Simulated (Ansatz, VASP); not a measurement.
MnSb in VASP and in Ansatz

Contents of INCAR:

```
SYSTEM = MnSb
PREC = Accurate
ENCUT = 520
EDIFF = 1E-7
ISMEAR = 0
SIGMA = 0.1
LREAL = .FALSE.
LASPH = .TRUE.
NELM = 150
ALGO = Normal
ISIF = 2
LWAVE = .FALSE.
LCHARG = .FALSE.
ISPIN = 2
MAGMOM = 4.18 -0.12
LORBIT = 11
LMAXMIX = 4
GGA = PE
NBANDS = 20
```

Contents of KPOINTS:

```
Automatic mesh
0
G
  4 4 4
  0 0 0
```

File POSCAR:

```
MnSb
1.0
    0.0000000000      2.8587678603      2.8587678603
    2.8587678603      0.0000000000      2.8587678603
    2.8587678603      2.8587678603      0.0000000000
Mn Sb
1 1
Direct
    0.0000000000      0.0000000000      0.0000000000
    0.5000000000      0.5000000000      0.5000000000
```

Input for Ansatz:

```yaml
crystal:
  lattice:
    - [0.0, 2.8587678603, 2.8587678603]
    - [2.8587678603, 0.0, 2.8587678603]
    - [2.8587678603, 2.8587678603, 0.0]
  atoms:
    - { symbol: Mn, position: [0.0, 0.0, 0.0], spin: 4.18 }
    - { symbol: Sb, position: [0.5, 0.5, 0.5], spin: -0.12 }
basis:
  ecutwfc: 420
kpoints:
  mp_grid: { grid: [4, 4, 4] }
hamiltonian:
  xc: pbe
scf:
  occupations: { method: gaussian, width: 0.1 }
  lower_state_search: "off"
output:
  forces: true
  stress: true
  eigenvalues: true
  populations: true
magnetization:
  spin_polarized: true
```

Alike in both runs: task single point; functional PBE; k mesh 4 × 4 × 4; occupations gaussian, width 0.1 eV; collinear spin.

```csv
,VASP,Ansatz
version,VASP 6.6.1,Ansatz 0.2.0
potentials or method,"VASP PAW PBE potentials, release 64 (Mn_pv, Sb), cutoff 520 eV","scalar-relativistic, plane waves, PAW"
valence electrons in the cell,18,30
```

Ansatz gave:

| Item | Value |
| --- | --- |
| gap on the k mesh at the Fermi level (eV) | none |
| pressure (GPa) | -3.1 |
| net moment per atom (μB) | 1.96 |
| size of the moment on the site where the two differ most (μB) | 3.95 |

**Question.** Which values does VASP return?

**Answer.** gap on the k mesh at the Fermi level (eV): none; pressure (GPa): -3.2; net moment per atom (μB): 1.95; size of the moment on the site where the two differ most (μB): 3.88.

Site moments also hang on the region over which each program counts them. A gap of «none» marks a metal or a gap that the smearing closes. VASP's potentials hold 18 valence electrons a cell and Ansatz's 30, so a difference there can come from the potentials and not from the codes.

The k mesh is coarse, so the values compare programs but aren't converged. Spin-orbit coupling is off throughout.
